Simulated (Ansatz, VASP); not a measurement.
Two plane-wave programs on ScAl3N4

File INCAR:

```
ALGO = Normal ; EDIFF = 1E-7
EDIFFG = -0.05 ; ENCUT = 600
GGA = CA ; IBRION = 2
ISIF = 3 ; ISMEAR = 0
LASPH = T ; LCHARG = F
LREAL = F ; LWAVE = F
NELM = 80 ; NSW = 100
PREC = Accurate ; SIGMA = 0.1
```

Contents of KPOINTS:

```
k-points
0
Gamma
  6 6 6
```

POSCAR

```
ScAl3N4
1.0
   -3.2215000000      0.0000000000      0.0000000000
    0.0000000000      5.5798016766      0.0000000000
    1.6107500000     -2.7899008383     -5.0615000000
Sc Al N
1 3 4
Direct
    0.0000000000      0.3333333300      0.0000000000
    0.5000000000      0.8333333300      0.0000000000
    0.7500000000      0.4166666700      0.5000000000
    0.2500000000      0.9166666700      0.5000000000
    0.8090000000      0.1423333300      0.6180000000
    0.3090000000      0.6423333300      0.6180000000
    0.5590000000      0.2256666700      0.1180000000
    0.0590000000      0.7256666700      0.1180000000
```

Input for Ansatz:

```yaml
crystal:
  lattice:
    - [-3.2215, 0.0, 0.0]
    - [0.0, 5.5798016766, 0.0]
    - [1.61075, -2.7899008383, -5.0615]
  atoms:
    - { symbol: Sc, position: [0.0, 0.33333333, 0.0] }
    - { symbol: Al, position: [0.5, 0.83333333, 0.0] }
    - { symbol: Al, position: [0.75, 0.41666667, 0.5] }
    - { symbol: Al, position: [0.25, 0.91666667, 0.5] }
    - { symbol: "N", position: [0.809, 0.14233333, 0.618] }
    - { symbol: "N", position: [0.309, 0.64233333, 0.618] }
    - { symbol: "N", position: [0.559, 0.22566667, 0.118] }
    - { symbol: "N", position: [0.059, 0.72566667, 0.118] }
basis:
  ecutwfc: 420
kpoints:
  mp_grid: { grid: [6, 6, 6] }
hamiltonian:
  xc: lda
  pseudopotentials: { kind: paw, azcp: { folder: soft_1 } }
scf:
  occupations: { method: gaussian, width: 0.1 }
output:
  forces: true
  stress: true
  eigenvalues: true
relax:
  adjacent_minimum: "off"
  f_tol: 0.05
  max_steps: 80
  cell: { stress_tol: 0.5 }
```

Alike in both runs: task relaxation of cell and atoms; functional LDA; k mesh 6 × 6 × 6; occupations gaussian, width 0.1 eV; no spin polarisation.

|  | VASP | Ansatz |
| --- | --- | --- |
| version | VASP 6.6.1 | Ansatz 0.2.0 |
| potentials or method | VASP PAW LDA potentials, release 64 (Sc_sv, Al, N), cutoff 600 eV | scalar-relativistic, plane waves, PAW |
| valence electrons in the cell | 40 | 40 |

```tsv
	VASP	Ansatz	Ansatz less VASP
gap on the k mesh at the Fermi level, each at its own relaxed structure (eV)	3.86	3.83	-0.029
relaxed volume (Å³/atom)	11.09	11.05	-0.039
relaxed length of the cell vector where the two differ most in proportion (Å)	5.943	5.928	-0.0147
```

Ansatz warns that its potentials were made for another functional, while VASP's fit it. LDA's correlation is that of Perdew and Zunger in VASP and of Perdew and Wang (1992) in Ansatz.
